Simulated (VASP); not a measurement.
**TaN: relaxation of cell and atoms with PBEsol**

Crystal: TaN.

```
Ta N
1.0
     0.00000    2.17990    2.17990
     2.17990    0.00000    2.17990
     2.17990    2.17990    0.00000
Ta N
1 1
Direct
  0.50000 0.50000 0.50000
  0.00000 0.00000 0.00000
```

| Quantity | Value |
| --- | --- |
| Program | VASP 6.6.1 |
| Task | relaxation of cell and atoms |
| Functional | PBEsol |
| Potentials or basis | VASP PAW PBE potentials, release 64 (Ta_pv, N) |
| Cutoff | 600 eV |
| k mesh | 16 × 16 × 16 |
| Occupations | gaussian, width 0.1 eV |
| Spin | no spin polarisation |
| Target pressure | 4 GPa |
| Dipole correction | no |
| Further INCAR settings | ALGO = Normal; EDIFF = 1e-07; IBRION = 2; EDIFFG = -0.008; NSW = 70; ISIF = 3 |

- Relaxed volume: 10.39 Å³/atom
- Relaxed cell: a = 3.085 Å, b = 3.085 Å, c = 3.085 Å, α = 60.00°, β = 60.00°, γ = 60.00°
- Space group after relaxing (to 0.05 Å): Fm-3m (No. 225)
- Energy change on relaxing (the enthalpy is what falls): -0.7 meV/atom
- Ionic steps: 3
- Pressure after relaxing: 4.0 GPa
- Band gap on the k mesh: zero (band 8 reaches 11.63 eV, above the bottom of band 9 at 7.45 eV)

The path:
| step | energy change (eV) | largest force (eV/Å) | pressure (GPa) | volume (Å³) |
| --- | --- | --- | --- | --- |
| 1 | 0.0000 | 0.0000 | 4.98 | 20.72 |
| 2 | -0.0039 | 0.0000 | 1.58 | 20.91 |
| 3 | -0.0015 | 0.0000 | 4.01 | 20.77 |

Final structure:
```
CELL_PARAMETERS angstrom
0.00000 2.18178 2.18178
2.18178 0.00000 2.18178
2.18178 2.18178 0.00000
ATOMIC_POSITIONS crystal
Ta 0.50000 0.50000 0.50000
N 0.00000 0.00000 0.00000
```

Levels at points of the mesh, in eV from the Fermi level:
```tsv
k point	band 6	band 7	band 8	band 9	band 10	band 11
(0.00, 0.00, 0.00)	-3.85	-3.85	-2.19	-2.19	-2.19	0.04
(0.50, 0.00, 0.00)	-7.75	-7.75	1.99	1.99	2.09	3.89
(0.50, 0.50, 0.00)	-5.65	-4.66	-4.66	2.18	3.71	3.71
```

It took 47 s on 1 thread of Intel(R) Xeon(R) 6975P-C (Granite Rapids), on a shared host, peak memory 0.21 GiB.

Caveat: the cell is relaxed towards a set pressure, so the enthalpy falls and the energy may rise; the PAW data sets were made with another functional, which shifts forces and pressure a little; spin-orbit coupling is left out, which moves the levels of the heavy elements.
